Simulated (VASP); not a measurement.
# TaN (P-6m2) in VASP: further runs, part 2 of 2

VASP 6.6.1. Earlier steps stand in the parts before.

## (3) Single point, r2SCAN (strain -0.080 along x and y, +0.080 along z)

File POSCAR:

```
TaN
1.0
    2.7012619810      0.0000000000      0.0000000000
   -1.3506309905      2.3393614978      0.0000000000
    0.0000000000      0.0000000000      3.1153880370
Ta N
1 1
Direct
    0.3333333333      0.6666666667      0.5000000000
    0.0000000000      0.0000000000      0.0000000000
```

File INCAR.step1:

```
SYSTEM = TaN
PREC = Accurate
ENCUT = 520
ISMEAR = 0
SIGMA = 0.15
LREAL = .FALSE.
LASPH = .TRUE.
NELM = 100
NBANDS = 15
GGA = PE
ALGO = Normal
EDIFF = 1E-4
LWAVE = .TRUE.
LCHARG = .FALSE.
```

File INCAR.step2:

```
SYSTEM = TaN
PREC = Accurate
ENCUT = 520
EDIFF = 1E-7
ISMEAR = 0
SIGMA = 0.15
LREAL = .FALSE.
LASPH = .TRUE.
NELM = 100
ALGO = Normal
ISIF = 2
LWAVE = .FALSE.
LCHARG = .FALSE.
METAGGA = R2SCAN
LMIXTAU = .TRUE.
NBANDS = 15
ISTART = 1
```

File KPOINTS:

```
regular mesh
0
G
  24 24 20
  0 0 0
```

Potentials or basis: VASP PAW PBE potentials, release 64 (Ta_pv, N).

Command:

```bash
> cat potpaw_PBE.64/Ta_pv/POTCAR potpaw_PBE.64/N/POTCAR > POTCAR
> cp INCAR.step1 INCAR
> mpirun -np 1 vasp_std > vasp.out
> cp INCAR.step2 INCAR
> mpirun -np 1 vasp_std > vasp.out
```

OUTCAR:

```text
SYSTEM = TaN
   PREC = Accurate
   ENCUT = 520
   EDIFF = 1E-7
   ISMEAR = 0
   LREAL = .FALSE.
   LASPH = .TRUE.
   NELM = 100
   ISIF = 2
   METAGGA = R2SCAN
   ISTART = 1

 ion  position               nearest neighbor table
   1  0.333  0.667  0.500-   2 2.20   2 2.20   2 2.20   2 2.20   2 2.20   2 2.20
   2  0.000  0.000  0.000-   1 2.20   1 2.20   1 2.20   1 2.20   1 2.20   1 2.20

  LATTYP: Found a hexagonal cell.
 ALAT       =     2.7012619810
 C/A-ratio  =     1.1533083644

  Lattice vectors:

 A1 = (   2.7012619810,   0.0000000000,   0.0000000000)
 A2 = (  -1.3506309905,   2.3393614978,   0.0000000000)
 A3 = (   0.0000000000,   0.0000000000,   3.1153880370)

Analysis of symmetry for initial positions (statically):
=====================================================================
 Subroutine PRICEL returns:
 Original cell was already a primitive cell.

 Routine SETGRP: Setting up the symmetry group for a
 hexagonal supercell.

 Subroutine GETGRP returns: Found 12 space group operations
 (whereof 12 operations were pure point group operations)
 out of a pool of 24 trial point group operations.

The static configuration has the point symmetry D_3h.

[... 175 lines left out ...]
      6       5.1112      2.00000
      7       5.4204      2.00000
      8       5.4204      2.00000
      9      12.2675      0.00000
     10      12.2675      0.00000
     11      13.8522      0.00000
     12      13.8522      0.00000
     13      14.2444      0.00000
     14      20.0402      0.00000
[... 401 lines left out ...]
      2     -26.8509      2.00000
      3     -26.7633      2.00000
      4      -7.0344      2.00000
      5       0.3716      2.00000
      6       2.0303      2.00000
      7       4.6172      2.00000
      8       6.6283      2.00000
      9      11.8799      0.00000
     10      14.5070      0.00000
     11      15.0199      0.00000
     12      15.9203      0.00000
     13      18.3193      0.00000
     14      20.0379      0.00000
     15      23.5939      0.00000

 [... further k-points ...]

------------------------ aborting loop because EDIFF is reached ----------------------------------------

  FORCE on cell =-STRESS in cart. coord.  units (eV):
  Direction    XX          YY          ZZ          XY          YZ          ZX
  --------------------------------------------------------------------------------------
  -------------------------------------------------------------------------------------
  Total        9.9331067      9.9331067     -4.8291056     -0.0000000     -0.0000000     -0.0000000
  in kB      808.3873131    808.3873131   -393.0077339     -0.0000000     -0.0000000     -0.0000000
  external PRESSURE =     407.9222974 kB  Pullay stress =       0.0000000 kB

 VOLUME and BASIS-vectors are now :
 -----------------------------------------------------------------------------
  energy-cutoff  :      520.00
  volume of cell :       19.69
      direct lattice vectors                 reciprocal lattice vectors
     2.701261981  0.000000000  0.000000000     0.370197340  0.213733534  0.000000000
    -1.350630991  2.339361498  0.000000000     0.000000000  0.427467068  0.000000000
     0.000000000  0.000000000  3.115388037     0.000000000  0.000000000  0.320987302

 POSITION                                       TOTAL-FORCE (eV/Angst)
 -----------------------------------------------------------------------------------
     -0.00000      1.55957      1.55769         0.000000     -0.000000      0.000000
      0.00000      0.00000      0.00000        -0.000000      0.000000      0.000000
 -----------------------------------------------------------------------------------
    total drift:                               -0.000001      0.000000     -0.000000

  FREE ENERGIE OF THE ION-ELECTRON SYSTEM (eV)
  ---------------------------------------------------
  free  energy   TOTEN  =       -59.3982601735 eV

  energy  without entropy=      -59.3978551205  energy(sigma->0) =      -59.39805765
```

OSZICAR.step1:

```text
N       E                     dE             d eps       ncg     rms          rms(c)
DAV:   1     0.915436063804E+02    0.91544E+02   -0.88031E+03 20154   0.115E+03
DAV:   2    -0.212454751630E+02   -0.11279E+03   -0.10603E+03 24106   0.310E+02
DAV:   3    -0.239055059848E+02   -0.26600E+01   -0.26492E+01 23105   0.446E+01
DAV:   4    -0.239150663777E+02   -0.95604E-02   -0.95566E-02 26325   0.289E+00
DAV:   5    -0.239151154574E+02   -0.49080E-04   -0.49078E-04 23145   0.193E-01    0.269E+01
DAV:   6    -0.215686769654E+02    0.23464E+01   -0.40682E+00 25506   0.240E+01    0.118E+01
DAV:   7    -0.214750189212E+02    0.93658E-01   -0.56039E-01 22447   0.679E+00    0.826E+00
DAV:   8    -0.214450155960E+02    0.30003E-01   -0.89547E-02 24806   0.305E+00    0.129E+00
DAV:   9    -0.214423576952E+02    0.26579E-02   -0.52754E-03 22405   0.676E-01    0.205E-01
DAV:  10    -0.214423402847E+02    0.17411E-04   -0.45428E-04 23672   0.252E-01
   1 F= -.21442340E+02 E0= -.21442160E+02  d E =-.360479E-03
```

It took 8.9 min on 1 thread of Intel Xeon 8259CL, shared host; peak memory 0.3 GiB.

What came out:

```
Free energy            : -59.3983 eV
Pressure               : 40.8 GPa
Band gap on the k mesh : zero (bands 8 and 9 overlap by 0.16 eV)
```

Stress tensor (GPa, compression positive):
```
 80.84   0.00   0.00
  0.00  80.84   0.00
  0.00   0.00 -39.30
```

Caveat: the cell differs from its parent crystal (strain -0.080 along x and y, +0.080 along z); the cell stands under pressure; the PAW data sets were made with another functional, which shifts forces and pressure a little; spin-orbit coupling is left out, which moves the levels of the heavy elements.

## (4) Single point, r2SCAN (strain +0.000 along x and y, -0.080 along z)

File POSCAR:

```
TaN
1.0
    2.9361543272      0.0000000000      0.0000000000
   -1.4680771636      2.5427842368      0.0000000000
    0.0000000000      0.0000000000      2.6538490686
Ta N
1 1
Direct
    0.3333333333      0.6666666667      0.5000000000
    0.0000000000      0.0000000000      0.0000000000
```

File INCAR.step1:

```
SYSTEM = TaN
PREC = Accurate ; ENCUT = 520
ISMEAR = 0 ; SIGMA = 0.15
LREAL = .FALSE. ; LASPH = .TRUE.
NELM = 60 ; NBANDS = 15
GGA = PE ; ALGO = Normal
EDIFF = 1E-4 ; LWAVE = .TRUE.
LCHARG = .FALSE.
```

File INCAR.step2:

```
SYSTEM = TaN
PREC = Accurate ; ENCUT = 520
EDIFF = 1E-6 ; ISMEAR = 0
SIGMA = 0.15 ; LREAL = .FALSE.
LASPH = .TRUE. ; NELM = 60
ALGO = Normal ; ISIF = 2
LWAVE = .FALSE. ; LCHARG = .TRUE.
METAGGA = R2SCAN ; LMIXTAU = .TRUE.
LELF = .TRUE. ; LVHAR = .TRUE.
NBANDS = 15 ; ISTART = 1
```

KPOINTS is that of step 3.

Command:

```bash
> cat potpaw_PBE.64/Ta_pv/POTCAR potpaw_PBE.64/N/POTCAR > POTCAR
> cp INCAR.step1 INCAR
> mpirun -np 1 vasp_std > vasp.out
> cp INCAR.step2 INCAR
> mpirun -np 1 vasp_std > vasp.out
```

Wall time 9 min (1 thread of Intel Xeon 8259CL, shared host); peak memory 0.31 GiB.

It converged, with:

```yaml
Free_energy: -59.9304 eV
Pressure: 43.1 GPa
Band_gap_on_the_k_mesh: zero (bands 8 and 9 overlap by 0.37 eV)
```

Stress tensor (GPa, compression positive):
```
18.65  0.00  0.00
 0.00 18.65  0.00
 0.00  0.00 91.94
```

Levels at points of the mesh, in eV from the Fermi level:
```
           k point  band 4  band 5  band 6  band 7  band 8  band 9  band 10  band 11  band 12  band 13
(0.00, 0.00, 0.00)  -19.59   -5.96   -5.96   -4.82   -2.67    2.37     4.69     4.69     4.98     4.98
(0.50, 0.00, 0.00)  -17.17   -9.21   -5.05   -4.09   -4.03    3.67     4.03     5.41     6.57     9.35
(0.00, 0.00, 0.50)  -16.15  -10.27   -5.04   -5.04   -0.03   -0.03     3.16     3.16     3.73     9.36
(0.50, 0.00, 0.50)  -17.50   -8.27   -7.08   -6.68   -0.07    4.92     5.60     7.32     7.93    11.01
```

Caveat: the cell differs from its parent crystal (strain +0.000 along x and y, -0.080 along z); the cell stands under pressure; the PAW data sets were made with another functional, which shifts forces and pressure a little; spin-orbit coupling is left out, which moves the levels of the heavy elements.

## (5) Single point, r2SCAN (strain +0.080 along x and y, -0.080 along z)

File POSCAR:

```
TaN
1.0
    3.1710466734      0.0000000000      0.0000000000
   -1.5855233367      2.7462069757      0.0000000000
    0.0000000000      0.0000000000      2.6538490686
Ta N
1 1
Direct
    0.3333333333      0.6666666667      0.5000000000
    0.0000000000      0.0000000000      0.0000000000
```

File INCAR.step1:

```
PREC = Accurate ; ENCUT = 520
ISMEAR = 0 ; SIGMA = 0.15
LREAL = F ; LASPH = T
NELM = 80 ; NBANDS = 15
GGA = PE ; ALGO = Normal
EDIFF = 1E-4 ; LWAVE = T
LCHARG = F
```

File INCAR.step2:

```
PREC = Accurate ; ENCUT = 520
EDIFF = 1E-7 ; ISMEAR = 0
SIGMA = 0.15 ; LREAL = F
LASPH = T ; NELM = 80
ALGO = Normal ; ISIF = 2
LWAVE = F ; LCHARG = T
METAGGA = R2SCAN ; LMIXTAU = T
LELF = T ; LVHAR = T
NBANDS = 15 ; ISTART = 1
```

File KPOINTS:

```
regular mesh
0
Gamma
  24 24 20
```

Command:

```bash
> cat potpaw_PBE.64/Ta_pv/POTCAR potpaw_PBE.64/N/POTCAR > POTCAR
> cp INCAR.step1 INCAR
> mpirun -np 1 vasp_std > vasp.out
> cp INCAR.step2 INCAR
> mpirun -np 1 vasp_std > vasp.out
```

It took 11 min on 1 thread of Intel Xeon 8259CL, shared host; peak memory 0.34 GiB.

Results (log left out):

```
Free energy            : -59.5839 eV
Pressure               : -10.8 GPa
Band gap on the k mesh : zero (bands 8 and 9 overlap by 0.87 eV)
```

Stress tensor (GPa, compression positive):
```
-43.20   0.00   0.00
  0.00 -43.20   0.00
  0.00   0.00  53.93
```

Levels at points of the mesh, in eV from the Fermi level:
| k point | band 6 | band 7 | band 8 | band 9 | band 10 | band 11 |
| --- | --- | --- | --- | --- | --- | --- |
| (0.00, 0.00, 0.00) | -5.63 | -4.24 | -1.81 | 0.96 | 4.24 | 4.24 |
| (0.50, 0.00, 0.00) | -4.02 | -3.68 | -3.45 | 2.18 | 3.88 | 3.91 |
| (0.00, 0.00, 0.50) | -4.78 | -4.78 | 0.17 | 0.17 | 2.30 | 2.30 |
| (0.50, 0.00, 0.50) | -6.41 | -5.92 | -0.05 | 3.45 | 4.17 | 5.83 |

Caveat: the cell differs from its parent crystal (strain +0.080 along x and y, -0.080 along z); the cell stands under tension; the PAW data sets were made with another functional, which shifts forces and pressure a little; spin-orbit coupling is left out, which moves the levels of the heavy elements.

## (6) Overview

| cell | gap on the mesh (eV) | pressure (GPa) |
| --- | --- | --- |
| a = 2.701, b = 2.701, c = 3.000 Å, angles 90.0, 90.0, 120.0°, 2 atoms | none | 61.1 |
| a = 2.701, b = 2.701, c = 3.115 Å, angles 90.0, 90.0, 120.0°, 2 atoms | none | 40.8 |
| a = 2.936, b = 2.936, c = 2.654 Å, angles 90.0, 90.0, 120.0°, 2 atoms | none | 43.1 |
| a = 3.171, b = 3.171, c = 2.654 Å, angles 90.0, 90.0, 120.0°, 2 atoms | none | -10.8 |

Alike in all rows: task single point; level r2SCAN; potentials or basis VASP PAW PBE potentials, release 64 (Ta_pv, N); no spin polarisation; k mesh 24 × 24 × 20; cutoff (eV) 520; smearing gaussian 0.15 eV.

Caveats: the PAW data sets were made with another functional, which shifts forces and pressure a little; spin-orbit coupling is left out, which moves the levels of the heavy elements; the cell stands under pressure (at least some runs); the cell stands under tension (at least some runs).

Total energies depend on the potentials used, so only differences within one code and one set of settings carry meaning.
